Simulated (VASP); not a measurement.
A run of VASP 6.6.1:

File INCAR:

```
  PREC = Accurate
  ENCUT = 520
  EDIFF = 1E-6
  ISMEAR = 0
  SIGMA = 0.1
  LREAL = False
  LASPH = True
  NELM = 100
  ALGO = Normal
  ISIF = 2
  LWAVE = False
  LCHARG = True
  GGA = PE
  LELF = True
  LVHAR = True
  NBANDS = 20
```

The input KPOINTS:

```
Automatic mesh
0
Gamma
  4 2 6
```

POSCAR

```
Te
1.0
    5.0055233726      0.0000000000      0.0000000000
    0.0000000000      8.2982702700      0.0000000000
    0.0000000000      0.0000000000      3.7322716914
Te
4
Direct
    0.0205000000      0.2500000000      0.6348000000
    0.9795000000      0.7500000000      0.3652000000
    0.4795000000      0.7500000000      0.1348000000
    0.5205000000      0.2500000000      0.8652000000
```

Potentials or basis: VASP PAW PBE potentials, release 64 (Te).

Run with:

```sh
$ cat potpaw_PBE.64/Te/POTCAR > POTCAR
$ mpirun -np 1 vasp_std > vasp.out
```

Hardware: 1 thread of Intel(R) Xeon(R) Platinum 8488C (Sapphire Rapids) (shared host).

Problem. How long does it take, and how much memory?

Solution. It took 39 s on 1 thread of Intel(R) Xeon(R) Platinum 8488C (Sapphire Rapids), on a shared host, peak memory 0.26 GiB. Counts: scf iterations 11, k points 24.
